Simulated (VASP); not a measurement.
# Ti12HN12 in VASP: single point with PBE+D3(BJ)

Aim: the single point of Ti12HN12 with PBE+D3(BJ).

Program: VASP 6.6.1. These are calculated values, not measurements. Logs are shortened: lines on timing, memory, paths and dates and some standing lists are left out, and cuts for length are marked.

### Step 1. The cell of the first run

The cell holds a slab with vacuum, 25 atoms: a = 5.947 Å, b = 5.947 Å, c = 21.653 Å, α = 90.00°, β = 90.00°, γ = 90.00°.

### Step 2. Single point, PBE+D3(BJ)

INCAR

```
  ALGO = Normal
  DIPOL = 0.5 0.5 0.289
  EDIFF = 1E-6
  ENCUT = 520
  GGA = PE
  IDIPOL = 3
  ISIF = 2
  ISMEAR = 0
  IVDW = 12
  LASPH = T
  LCHARG = F
  LDIPOL = T
  LREAL = Auto
  LWAVE = F
  NBANDS = 120
  NELM = 100
  PREC = Accurate
  SIGMA = 0.1
```

KPOINTS

```
k-points
0
Gamma
  5 5 1
```

POSCAR

```
Ti12HN12
1.0
    5.9473589866      0.0000000000      0.0000000000
    0.0000000000      5.9473589866      0.0000000000
    0.0000000000      0.0000000000     21.6533569277
Ti N H
12 12 1
Direct
    0.2500000000      0.2500000000      0.1847288628
    0.2500000000      0.7500000000      0.1847288628
    0.7500000000      0.2500000000      0.1847288628
    0.7500000000      0.7500000000      0.1847288628
    0.0000000000      0.0000000000      0.2801771125
    0.0000000000      0.5000000000      0.2801771125
    0.5000000000      0.0000000000      0.2801771125
    0.5000000000      0.5000000000      0.2801771125
    0.2500000000      0.2500000000      0.3715894834
    0.2500000000      0.7500000000      0.3715894834
    0.7500000000      0.2500000000      0.3715894834
    0.7500000000      0.7500000000      0.3715894834
    0.0000000000      0.0000000000      0.1847288628
    0.0000000000      0.5000000000      0.1847288628
    0.5000000000      0.0000000000      0.1847288628
    0.5000000000      0.5000000000      0.1847288628
    0.2500000000      0.2500000000      0.2786780157
    0.2500000000      0.7500000000      0.2786780157
    0.7500000000      0.2500000000      0.2786780157
    0.7500000000      0.7500000000      0.2786780157
    0.0000000000      0.0000000000      0.3811583098
    0.0000000000      0.5000000000      0.3811583098
    0.5000000000      0.0000000000      0.3811583098
    0.5000000000      0.5000000000      0.3811583098
    0.0000000000      0.2500000000      0.5104685137
```

Potentials or basis: VASP PAW PBE potentials, release 64 (Ti_sv, N, H).

The run is started by

```
cat potpaw_PBE.64/Ti_sv/POTCAR potpaw_PBE.64/N/POTCAR potpaw_PBE.64/H/POTCAR > POTCAR
mpirun -np 1 vasp_std > vasp.out
```

OUTCAR:

```text
EDIFF = 1E-6
   ENCUT = 520
   GGA = PE
   ISIF = 2
   ISMEAR = 0
   IVDW = 12
   LASPH = T
   LREAL = Auto
   NELM = 100
   PREC = Accurate
 IVDW          = 12

 ion  position               nearest neighbor table
   1  0.250  0.250  0.185-  17 2.03  14 2.10  15 2.10  16 2.10  13 2.10
   2  0.250  0.750  0.185-  18 2.03  14 2.10  15 2.10  16 2.10  13 2.10
   3  0.750  0.250  0.185-  19 2.03  14 2.10  15 2.10  16 2.10  13 2.10
   4  0.750  0.750  0.185-  20 2.03  14 2.10  15 2.10  16 2.10  13 2.10
   5  0.000  0.000  0.280-  13 2.07  17 2.10  18 2.10  19 2.10  20 2.10  21 2.19  11 2.89  12 2.89
                             9 2.89  10 2.89
   6  0.000  0.500  0.280-  14 2.07  17 2.10  18 2.10  19 2.10  20 2.10  22 2.19  11 2.89  12 2.89
                             9 2.89  10 2.89
   7  0.500  0.000  0.280-  15 2.07  17 2.10  18 2.10  19 2.10  20 2.10  23 2.19  11 2.89  12 2.89
                             9 2.89  10 2.89
   8  0.500  0.500  0.280-  16 2.07  17 2.10  18 2.10  19 2.10  20 2.10  24 2.19  11 2.89  12 2.89
                             9 2.89  10 2.89
   9  0.250  0.250  0.372-  17 2.01  21 2.11  22 2.11  23 2.11  24 2.11   6 2.89   7 2.89   8 2.89
                             5 2.89
  10  0.250  0.750  0.372-  18 2.01  21 2.11  22 2.11  23 2.11  24 2.11   6 2.89   7 2.89   8 2.89
                             5 2.89
  11  0.750  0.250  0.372-  19 2.01  21 2.11  22 2.11  23 2.11  24 2.11   6 2.89   7 2.89   8 2.89
                             5 2.89
  12  0.750  0.750  0.372-  20 2.01  21 2.11  22 2.11  23 2.11  24 2.11   6 2.89   7 2.89   8 2.89
                             5 2.89
  13  0.000  0.000  0.185-   5 2.07   2 2.10   3 2.10   4 2.10   1 2.10
  14  0.000  0.500  0.185-   6 2.07   2 2.10   3 2.10   4 2.10   1 2.10
  15  0.500  0.000  0.185-   7 2.07   2 2.10   3 2.10   4 2.10   1 2.10
  16  0.500  0.500  0.185-   8 2.07   2 2.10   3 2.10   4 2.10   1 2.10
  17  0.250  0.250  0.279-   9 2.01   1 2.03   6 2.10   7 2.10   8 2.10   5 2.10
  18  0.250  0.750  0.279-  10 2.01   2 2.03   6 2.10   7 2.10   8 2.10   5 2.10
  19  0.750  0.250  0.279-  11 2.01   3 2.03   6 2.10   7 2.10   8 2.10   5 2.10
  20  0.750  0.750  0.279-  12 2.01   4 2.03   6 2.10   7 2.10   8 2.10   5 2.10
  21  0.000  0.000  0.381-   9 2.11  10 2.11  11 2.11  12 2.11   5 2.19
  22  0.000  0.500  0.381-   9 2.11  10 2.11  11 2.11  12 2.11   6 2.19
  23  0.500  0.000  0.381-   9 2.11  10 2.11  11 2.11  12 2.11   7 2.19
  24  0.500  0.500  0.381-   9 2.11  10 2.11  11 2.11  12 2.11   8 2.19
  25  0.000  0.250  0.510-

  LATTYP: Found a simple tetragonal cell.
 ALAT       =     5.9473589866
 C/A-ratio  =     3.6408357014

  Lattice vectors:

 A1 = (   5.9473589866,   0.0000000000,   0.0000000000)
 A2 = (   0.0000000000,   5.9473589866,   0.0000000000)
 A3 = (   0.0000000000,   0.0000000000,  21.6533569277)

Analysis of symmetry for initial positions (statically):
=====================================================================
 Subroutine PRICEL returns:
 Original cell was already a primitive cell.

 Routine SETGRP: Setting up the symmetry group for a
 simple tetragonal supercell.

 Subroutine GETGRP returns: Found  4 space group operations
 (whereof  2 operations were pure point group operations)
 out of a pool of 16 trial point group operations.

The static configuration has the point symmetry C_1h.
 The point group associated with its full space group is C_2v.

Analysis of symmetry for dynamics (positions and initial velocities):
=====================================================================
 Subroutine PRICEL returns:
 Original cell was already a primitive cell.

 Routine SETGRP: Setting up the symmetry group for a
 simple tetragonal supercell.

 Subroutine GETGRP returns: Found  4 space group operations
 (whereof  2 operations were pure point group operations)
 out of a pool of 16 trial point group operations.

The dynamic configuration has the point symmetry C_1h.
 The point group associated with its full space group is C_2v.

 Subroutine INISYM returns: Found  4 space group operations
 (whereof  2 operations are pure point group operations),
 and found     1 'primitive' translations

----------------------------------------------------------------------------------------

                                     Primitive cell

  volume of cell :     765.9026

  direct lattice vectors                    reciprocal lattice vectors
     5.947358987  0.000000000  0.000000000     0.168141860  0.000000000  0.000000000
     0.000000000  5.947358987  0.000000000     0.000000000  0.168141860  0.000000000
     0.000000000  0.000000000 21.653356928     0.000000000  0.000000000  0.046182216

  length of vectors
[... 76 lines left out ...]
     0.000000000  0.000000000  0.000000000

 Subroutine IBZKPT returns following result:
 ===========================================

 Found      9 irreducible k-points:

 Following reciprocal coordinates:
            Coordinates               Weight
  0.000000  0.000000  0.000000      1.000000
  0.200000  0.000000  0.000000      2.000000
  0.000000  0.200000  0.000000      2.000000
  0.400000  0.000000  0.000000      2.000000
  0.000000  0.400000  0.000000      2.000000
  0.200000  0.200000  0.000000      4.000000
  0.400000  0.200000  0.000000      4.000000
 -0.200000  0.400000  0.000000      4.000000
  0.400000  0.400000  0.000000      4.000000
   k-points           NKPTS =      9   k-points in BZ     NKDIM =      9   number of bands    NBANDS=    120
   number of dos      NEDOS =    301   number of ions     NIONS =     25
   total plane-waves  NPLWV = 373248
   dimension x,y,z NGX =    48 NGY =   48 NGZ =  162
   dimension x,y,z NGXF=    96 NGYF=   96 NGZF=  324
   ions per type =              12  12   1
   NGX,Y,Z   is equivalent  to a cutoff of  13.42, 13.42, 12.44 a.u.
   NGXF,Y,Z  is equivalent  to a cutoff of  26.83, 26.83, 24.88 a.u.
 SYSTEM =  unknown system
   PREC   = accura    normal or accurate (medium, high low for compatibility)
   ISTART =      0    job   : 0-new  1-cont  2-samecut
   ICHARG =      2    charge: 1-file 2-atom 10-const
   ISPIN  =      1    spin polarized calculation?
   LNONCOLLINEAR =      F non collinear calculations
   LSORBIT =      F    spin-orbit coupling
   LASPH  =      T    aspherical Exc in radial PAW
   ENCUT  =  520.0 eV  38.22 Ry    6.18 a.u.  11.06 11.06 40.26*2*pi/ulx,y,z
   NELM   =    100;   NELMIN=  2; NELMDL= -5     # of ELM steps
   EDIFF  = 0.1E-05   stopping-criterion for ELM
   LREAL  =      T    real-space projection
   EDIFFG = 0.1E-04   stopping-criterion for IOM
   NSW    =      0    number of steps for IOM
   IBRION =     -1    ionic relax: 0-MD 1-quasi-New 2-CG
   NFREE  =      0    steps in history (QN), initial steepest desc. (CG)
   ISIF   =      2    stress and relaxation
   ISYM   =      2    0-nonsym 1-usesym 2-fastsym
   POTIM  = 0.5000    time-step for ionic-motion
   TEBEG  =    0.0;   TEEND  =   0.0 temperature during run
   PSTRESS=    0.0 pullay stress
   NELECT =     205.0000    total number of electrons
   NUPDOWN=      -1.0000    fix difference up-down
   EMIN   =  10.00;   EMAX   =-10.00  energy-range for DOS
   EFERMI =   0.00;   METHOD = LEGACY
   ISMEAR =     0;   SIGMA  =   0.10  broadening in eV -4-tet -1-fermi 0-gaus
   EFERMI_NEDOS =   21; number of points for ismear=-14 and -15
   IALGO  =     38    algorithm
   IMIX   =      4    mixing-type and parameters
     AMIX     =   0.40;   BMIX     =  1.00
     AMIX_MAG =   1.60;   BMIX_MAG =  1.00
  volume/ion in A,a.u.               =      30.64       206.74
  Fermi-wavevector in a.u.,A,eV,Ry     =   1.055038  1.993734 15.144727  1.113106
  Thomas-Fermi vector in A             =   2.190221
   LORBIT       =      0    0 simple, 1 ext, 2 COOP (PROOUT), +10 PAW based schemes
   GGA     = PE    functional components
   LHFCALC =     F    Hartree Fock is set to
   AEXX    =    0.0000 exact exchange contribution
   IVDW    =    12    specifies the selected vdW correction
   LEPSILON=     F    determine dielectric tensor
   LRPA    =     F    only Hartree local field effects (RPA)
 non-spin polarized calculation
 Gauss-broadening in eV      SIGMA  =   0.10
  energy-cutoff  :      520.00
  volume of cell :      765.90
 maximum number of plane-waves:     20646
 NGX is ok and might be reduce to    48
   NGX = 23   NGY = 23   NGZ = 81

 dipolmoment           0.000000      0.000000     -1.514555 electrons x Angstroem

 number of electron     204.9999952 magnetization

 dipolmoment           0.000000      0.000000      0.663069 electrons x Angstroem

 Free energy of the ion-electron system (eV)
  ---------------------------------------------------
  ext. energy  EPLUGINS =         0.00000000
  ---------------------------------------------------
  free energy    TOTEN  =      -230.71577007 eV

  energy without entropy =     -230.65757769  energy(sigma->0) =     -230.68667388

 E-fermi :   0.6396     XC(G=0):  -4.9082

 val. band max:        0.6252297158   @ k =   0.2000   0.2000   0.0000
 cond. band min:       0.6654086205   @ k =   0.2000   0.0000   0.0000
 fundamental gap:      0.0401789048
 Fermi energy:         0.6396265179

 k-point     1 :       0.0000    0.0000    0.0000
  band No.  band energies     occupation
      1     -57.3255      2.00000
      2     -57.2861      2.00000
      3     -57.2739      2.00000
      4     -57.2390      2.00000
      5     -57.1714      2.00000
      6     -57.1259      2.00000
[... 1042 lines left out ...]
    113       1.7624      0.00000
    114       1.7641      0.00000
 [bands above 114 left out]

------------------------ aborting loop because EDIFF is reached ----------------------------------------

 vacuum level on the upper side and lower side of the slab       (xc-potential included)         1.485        -1.827

 Edisp (eV)   -7.72199

 E8    (eV) :    -3.3911

  FORCE on cell =-STRESS in cart. coord.  units (eV):
  Direction    XX          YY          ZZ          XY          YZ          ZX
  --------------------------------------------------------------------------------------
  -------------------------------------------------------------------------------------
  Total     -15.99558   -14.96967    -1.15257     0.00000     0.00000     0.00000
  in kB     -33.46086   -31.31478    -2.41104     0.00000     0.00000     0.00000
  external pressure =      -22.40 kB  Pullay stress =        0.00 kB

 VOLUME and BASIS-vectors are now :
 -----------------------------------------------------------------------------
  energy-cutoff  :      520.00
  volume of cell :      765.90
      direct lattice vectors                 reciprocal lattice vectors
     5.947358987  0.000000000  0.000000000     0.168141860  0.000000000  0.000000000
     0.000000000  5.947358987  0.000000000     0.000000000  0.168141860  0.000000000
     0.000000000  0.000000000 21.653356928     0.000000000  0.000000000  0.046182216

 POSITION                                       TOTAL-FORCE (eV/Angst)
 -----------------------------------------------------------------------------------
      1.48684      1.48684      4.00000        -0.026563     -0.000000      1.671308
      1.48684      4.46052      4.00000        -0.007085     -0.000000      1.818246
      4.46052      1.48684      4.00000         0.026563     -0.000000      1.671308
      4.46052      4.46052      4.00000         0.007085     -0.000000      1.818246
      0.00000      0.00000      6.06678         0.000000     -0.047197     -0.019157
      0.00000      2.97368      6.06678         0.000000      0.047197     -0.019157
[... 17 lines left out ...]
      2.97368      2.97368      8.25336         0.000000      0.053304     -0.427809
      0.00000      1.48684     11.05336         0.000000     -0.000000     -0.755814
 -----------------------------------------------------------------------------------
    total drift:                                0.000000     -0.000000      0.135831

  FREE ENERGIE OF THE ION-ELECTRON SYSTEM (eV)
  ---------------------------------------------------
  free  energy   TOTEN  =      -238.4377611491 eV

  energy  without entropy=     -238.3795687649  energy(sigma->0) =     -238.40866496

 vacuum level on the upper side and lower side of the slab         6.314         2.916
```

Run time: 42 min. Hardware: 1 thread of Intel Xeon Platinum 8559C (Emerald Rapids), shared host; peak memory 1 GiB.

Results:

```
Free energy                : -238.4378 eV
Largest force              : 1.831 eV/Å
Band gap on the k mesh     : zero (an odd number of electrons rules out a gap without spin polarisation)
Dispersion energy per atom : -0.309 eV
```

Forces on the atoms (eV/Å):
```
Ti  -0.027  0.000  1.671
Ti  -0.007  0.000  1.818
Ti   0.027  0.000  1.671
Ti   0.007  0.000  1.818
Ti   0.000 -0.047 -0.019
Ti   0.000  0.047 -0.019
Ti   0.000  0.015  0.021
Ti   0.000 -0.015  0.021
Ti  -0.355  0.000  1.270
Ti  -0.121  0.000  0.521
Ti   0.355  0.000  1.270
Ti   0.121  0.000  0.521
N    0.000 -0.020 -1.777
N    0.000  0.020 -1.777
N    0.000  0.013 -1.831
N    0.000 -0.013 -1.831
N    0.016  0.000 -0.094
N   -0.025  0.000 -0.071
N   -0.016  0.000 -0.094
N    0.025  0.000 -0.071
N    0.000 -0.157 -0.705
N    0.000  0.157 -0.705
N    0.000 -0.053 -0.428
N    0.000  0.053 -0.428
H    0.000  0.000 -0.756
```

Levels at points of the mesh, in eV from the Fermi level:
```
           k point  band 100  band 101  band 102  band 103  band 104  band 105
(0.00, 0.00, 0.00)     -1.83     -0.81     -0.29      0.04      0.04      0.16
```

The gap in the log of VASP goes by the Fermi energy; the results here count the filled bands.